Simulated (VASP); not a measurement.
Here is a VASP 6.6.1 calculation.

File INCAR:

```
PREC = Accurate
ENCUT = 520
EDIFF = 1E-8
ISMEAR = -1
SIGMA = 0.01
LREAL = F
LASPH = T
NELM = 60
ALGO = Normal
ISIF = 2
LWAVE = F
LCHARG = F
GGA = PE
LEFG = T
NBANDS = 27
```

Contents of KPOINTS:

```
regular mesh
0
Gamma
  5 5 5
```

File POSCAR:

```
KTaO3
1.0
    3.9749611044      0.0000000000      0.0000000000
    0.0000000000      3.9749611044      0.0000000000
    0.0000000000      0.0000000000      3.9749611044
K Ta O
1 1 3
Direct
    0.5000000000      0.5000000000      0.5000000000
    0.0000000000      0.0000000000      0.0000000000
    0.5000000000      0.0000000000      0.0000000000
    0.0000000000      0.5000000000      0.0000000000
    0.0000000000      0.0000000000      0.5000000000
```

Potentials or basis: VASP PAW PBE potentials, release 64 (K_sv, Ta_pv, O).

Run with:

```console
$ cat potpaw_PBE.64/K_sv/POTCAR potpaw_PBE.64/Ta_pv/POTCAR potpaw_PBE.64/O/POTCAR > POTCAR
$ mpirun -np 1 vasp_std > vasp.out
```

Q: What does it give for the band gap on the k mesh?

A: 2.31 eV, indirect (least direct gap 2.81 eV).

Q: Predict the pressure.

A: 8.3 GPa.

Electric field gradients, principal values (V/Å²):
```csv
atom,least,middle,greatest (by size)
1 K,0.000,0.000,0.000
2 Ta,0.000,0.000,0.000
3 O,-9.128,-9.128,18.257
4 O,-9.128,-9.128,18.257
5 O,-9.128,-9.128,18.257
```

Caveat: without QUAD_EFG the Cq values of the log hold for a quadrupole moment of 1 mb, not for the nuclei; spin-orbit coupling is left out, which moves the levels of the heavy elements. A k mesh can miss the band edges.
